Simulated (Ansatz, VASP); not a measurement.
## Two plane-wave programs on ZnS

POSCAR

```
ZnS
1.0
    3.8109987816      0.0000000000      0.0000000000
   -1.9054993908      3.3004217586      0.0000000000
    0.0000000000      0.0000000000      6.2340000000
Zn S
2 2
Direct
    0.3333333333      0.6666666667      0.0000000000
    0.6666666667      0.3333333333      0.5000000000
    0.3333333333      0.6666666667      0.4451539942
    0.6666666667      0.3333333333      0.8850000000
```

INCAR.step1

```
PREC = Accurate ; ENCUT = 520
ISMEAR = 0 ; SIGMA = 0.05
LREAL = F ; LASPH = T
NELM = 60 ; NBANDS = 26
GGA = PE ; ALGO = Normal
EDIFF = 1E-4 ; LWAVE = T
LCHARG = F
```

INCAR.step2

```
PREC = Accurate ; ENCUT = 520
EDIFF = 1E-6 ; ISMEAR = 0
SIGMA = 0.05 ; LREAL = F
LASPH = T ; NELM = 60
ALGO = Normal ; ISIF = 2
LWAVE = F ; LCHARG = F
METAGGA = R2SCAN ; LMIXTAU = T
NBANDS = 26 ; ISTART = 1
```

KPOINTS

```
Automatic mesh
0
Gamma
  6 6 4
```

Input for Ansatz:

```yaml
crystal:
  lattice:
    - [3.8109987816, 0.0, 0.0]
    - [-1.9054993908, 3.3004217586, 0.0]
    - [0.0, 0.0, 6.234]
  atoms:
    - { symbol: Zn, position: [0.3333333333, 0.6666666667, 0.0] }
    - { symbol: Zn, position: [0.6666666667, 0.3333333333, 0.5] }
    - { symbol: S, position: [0.3333333333, 0.6666666667, 0.4451539942] }
    - { symbol: S, position: [0.6666666667, 0.3333333333, 0.885] }
basis:
  ecutwfc: 500
kpoints:
  mp_grid: { grid: [6, 6, 4] }
hamiltonian:
  xc: r2scan
scf:
  occupations: { method: gaussian, width: 0.05 }
output:
  forces: true
  stress: true
  eigenvalues: true
```

Alike in both runs: task single point; functional r2SCAN; k mesh 6 × 6 × 4; occupations gaussian, width 0.05 eV; no spin polarisation.

|  | VASP | Ansatz |
| --- | --- | --- |
| version | VASP 6.6.1 | Ansatz 0.2.0 |
| potentials or method | VASP PAW PBE potentials, release 64 (Zn, S), cutoff 520 eV | scalar-relativistic, plane waves, PAW |
| valence electrons in the cell | 36 | 36 |

|  | VASP | Ansatz | Ansatz less VASP |
| --- | --- | --- | --- |
| gap on the k mesh at the Fermi level (eV) | 2.81 | 2.80 | -0.009 |
| least direct gap on the mesh (eV) | 2.81 | 2.80 | -0.009 |
| pressure (GPa) | 2.6 | 2.5 | -0.08 |
| traceless stress, the component that is largest in VASP (GPa) | -2.94 | -2.90 | +0.039 |
| rms of the force components (eV/Å) | 0.691 | 0.688 | -0.0034 |

VASP's potentials were made for PBE, not for r2SCAN. Atom by atom the forces differ by 0.006 eV/Å (rms over components). With one functional, cell and mesh, what is left measures potentials, basis and numerics.
